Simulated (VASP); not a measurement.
H7Rh2, 9 atoms in the cell. Symmetry: P6/mmm, No. 191, hexagonal system. The conventional cell has a = 3.671 Å, b = 3.671 Å, c = 6.843 Å, α = 90.00°, β = 90.00°, γ = 120.00°. H (site symmetry m2m) has 3 H at 1.06 to 1.31 Å within 1.4 Å. H (site symmetry 6/mmm) has 2 Rh at 2.32 Å within 3.1 Å. Rh (site symmetry 6mm) has 7 H at 1.71 to 2.32 Å and 1 Rh at 2.20 Å within 2.4 Å. The cell was generated, and may not be a known phase.

* Program: VASP 6.6.1
* Task: relaxation of cell and atoms
* Functional: PBE
* Potentials or basis: VASP PAW PBE potentials, release 64 (H, Rh_pv)
* Cutoff: 600 eV
* k mesh: 6 × 6 × 4
* Occupations: gaussian, width 0.1 eV
* Spin: no spin polarisation
* Dipole correction: no
* Further INCAR settings: ALGO = Normal; EDIFF = 1e-06; IBRION = 2; EDIFFG = -0.04; NSW = 90; ISIF = 3

Potentials or basis: VASP PAW PBE potentials, release 64 (H, Rh_pv).

Run with:

```console
$ cat potpaw_PBE.64/H/POTCAR potpaw_PBE.64/Rh_pv/POTCAR > POTCAR
$ mpirun -np 1 vasp_std > vasp.out
```

Hardware: 1 thread of AMD EPYC 9R45 96-Core Processor (Zen 5) (shared host).

**Question.** Estimate the wall time of this run.

**Answer.** Wall time 4.2 min on 1 thread of AMD EPYC 9R45 96-Core Processor (Zen 5), on a shared host, peak memory 0.21 GiB. Counts: scf iterations 168, k points 21, ion steps 18.
